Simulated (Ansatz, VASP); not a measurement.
# WS2: VASP beside Ansatz

The input INCAR:

```
PREC = Accurate
ENCUT = 600
EDIFF = 1E-6
ISMEAR = 0
SIGMA = 0.02
LREAL = False
LASPH = True
NELM = 60
ALGO = Normal
ISIF = 3
LWAVE = False
LCHARG = False
GGA = PE
IVDW = 12
IBRION = 2
NSW = 100
EDIFFG = -0.005
```

The input KPOINTS:

```
Automatic mesh
0
Gamma
  12 12 12
```

POSCAR

```
WS2
1.0
    1.5786122883      0.9114122296      6.0545791574
   -1.5786122883      0.9114122296      6.0545791574
    0.0000000000     -1.8228244592      6.0545791574
W S
1 2
Direct
   -0.0006381090     -0.0006381090     -0.0006381090
    0.7526508554      0.7526508554      0.7526508554
    0.5792872536      0.5792872536      0.5792872536
```

Input for Ansatz:

```yaml
crystal:
  lattice:
    - [1.5786122883, 0.9114122296, 6.0545791574]
    - [-1.5786122883, 0.9114122296, 6.0545791574]
    - [0.0, -1.8228244592, 6.0545791574]
  atoms:
    - { symbol: W, position: [-0.000638109, -0.000638109, -0.000638109] }
    - { symbol: S, position: [0.7526508554, 0.7526508554, 0.7526508554] }
    - { symbol: S, position: [0.5792872536, 0.5792872536, 0.5792872536] }
basis:
  ecutwfc: 420
kpoints:
  mp_grid: { grid: [12, 12, 12] }
hamiltonian:
  xc: pbe
  pseudopotentials: { kind: paw, azcp: { folder: soft_1 } }
  dispersion: d3bj
scf:
  occupations: { method: gaussian, width: 0.02 }
output:
  forces: true
  stress: true
  eigenvalues: true
  write_density: true
  write_potential: true
  elf: true
  volumetric_format: npy
relax:
  adjacent_minimum: "off"
  f_tol: 0.005
  max_steps: 80
  cell: { stress_tol: 0.05 }
```

Alike in both runs: task relaxation of cell and atoms; functional PBE; dispersion D3(BJ); k mesh 12 × 12 × 12; occupations gaussian, width 0.02 eV; no spin polarisation.

|  | VASP | Ansatz |
| --- | --- | --- |
| version | VASP 6.6.1 | Ansatz 0.2.0 |
| potentials or method | VASP PAW PBE potentials, release 64 (W_sv, S), cutoff 600 eV | scalar-relativistic, plane waves, PAW |
| valence electrons in the cell | 26 | 26 |

|  | VASP | Ansatz | Ansatz less VASP |
| --- | --- | --- | --- |
| gap on the k mesh at the Fermi level, each at its own relaxed structure (eV) | 0.93 | 0.92 | -0.018 |
| relaxed volume (Å³/atom) | 17.38 | 17.38 | -0.004 |
| relaxed length of the cell vector where the two differ most in proportion (Å) | 6.310 | 6.309 | -0.0012 |

Spin-orbit coupling is off throughout.
